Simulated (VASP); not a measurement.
A run of VASP 6.6.1:

File INCAR:

```
SYSTEM = Al
ALGO     = Normal         ! electronic algorithm
DIPOL    = 0.5 0.5 0.500
EDIFF    = 1E-7           ! SCF threshold, eV
ENCUT    = 520            ! plane-wave cutoff, eV
GGA      = PS             ! functional
IDIPOL   = 3            
ISIF     = 2              ! what is computed and relaxed
ISMEAR   = -1             ! smearing method
LASPH    = .TRUE.         ! aspherical terms in the spheres
LCHARG   = .FALSE.        ! write CHGCAR
LDIPOL   = .TRUE.       
LREAL    = .FALSE.        ! projectors in reciprocal space
LWAVE    = .FALSE.        ! write WAVECAR
NBANDS   = 18             ! bands
NELM     = 80             ! most SCF steps
PREC     = Accurate       ! precision mode
SIGMA    = 0.1            ! smearing width, eV
```

KPOINTS

```
k-points
0
G
  13 13 1
  0 0 0
```

Contents of POSCAR:

```
Al
1.0
    2.8454993653      0.0000000000      0.0000000000
   -1.4227496826      2.4642747368      0.0000000000
    0.0000000000      0.0000000000     27.6351000000
Al
6
Direct
    0.8333333330      0.1666666670      0.2894867110
    0.1666666670      0.8333333330      0.3736920266
    0.8333333330      0.1666666670      0.4578973422
    0.1666666670      0.8333333330      0.5421026578
    0.8333333330      0.1666666670      0.6263079734
    0.1666666670      0.8333333330      0.7105132890
```

Potentials or basis: VASP PAW PBE potentials, release 64 (Al).

The run is started by

```sh
$ cat potpaw_PBE.64/Al/POTCAR > POTCAR
$ mpirun -np 1 vasp_std > vasp.out
```

Hardware: 1 thread of Intel(R) Xeon(R) Platinum 8375C CPU @ 2.90GHz (Ice Lake) (shared host).

Q: How long does it take, and how much memory?

A: Wall time 3 min on 1 thread of Intel(R) Xeon(R) Platinum 8375C CPU @ 2.90GHz (Ice Lake), on a shared host, peak memory 0.33 GiB. Counts: scf iterations 23, k points 21.
